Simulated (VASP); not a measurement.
A run of VASP 6.6.1 is set up as follows.

The input INCAR:

```
SYSTEM = BiTe
PREC = Accurate
ENCUT = 600
EDIFF = 1E-6
ISMEAR = -1
SIGMA = 0.05
LREAL = .False.
LASPH = .True.
NELM = 60
ALGO = Normal
ISIF = 3
LWAVE = .False.
LCHARG = .False.
GGA = PS
IVDW = 13
IBRION = 2
NSW = 60
EDIFFG = -0.01
```

File KPOINTS:

```
regular mesh
0
Gamma
  7 7 7
  0 0 0
```

POSCAR

```
BiTe
1.0
    2.4227077728      1.3987509848      3.3172919545
   -2.4227077728      1.3987509848      3.3172919545
    0.0000000000     -2.7975019696      3.3172919545
Bi Te
1 1
Direct
    0.5000000000      0.5000000000      0.5000000000
    0.0000000000      0.0000000000      0.0000000000
```

Potentials or basis: VASP PAW PBE potentials, release 64 (Bi_d, Te).

Launch:

```bash
$ cat potpaw_PBE.64/Bi_d/POTCAR potpaw_PBE.64/Te/POTCAR > POTCAR
$ mpirun -np 1 vasp_std > vasp.out
```

What does it give for the relaxed cell?

a = 4.144 Å, b = 4.144 Å, c = 4.144 Å, α = 71.01°, β = 71.01°, γ = 71.01°.

What does it give for the band gap on the k mesh?

Zero (an odd number of electrons rules out a gap without spin polarisation).

The path:
```
step  energy change (eV)  largest force (eV/Å)  pressure (GPa)  volume (Å³)
   1              0.0000                0.0000           -3.58        67.45
   2             -0.0361                0.0000            2.58        60.36
   3             -0.0552                0.0000           -0.02        62.83
   4             -0.0552                0.0000            0.06        62.74
   5             -0.0575                0.0000            0.07        62.61
   6             -0.0625                0.0000            0.09        62.21
   7             -0.0631                0.0000            0.02        61.30
   8             -0.0648                0.0000            0.06        61.79
   9             -0.0649                0.0000            0.05        61.69
```

Caveat: the PAW data sets were made with another functional, which shifts forces and pressure a little; spin-orbit coupling is left out, which moves the levels of the heavy elements.
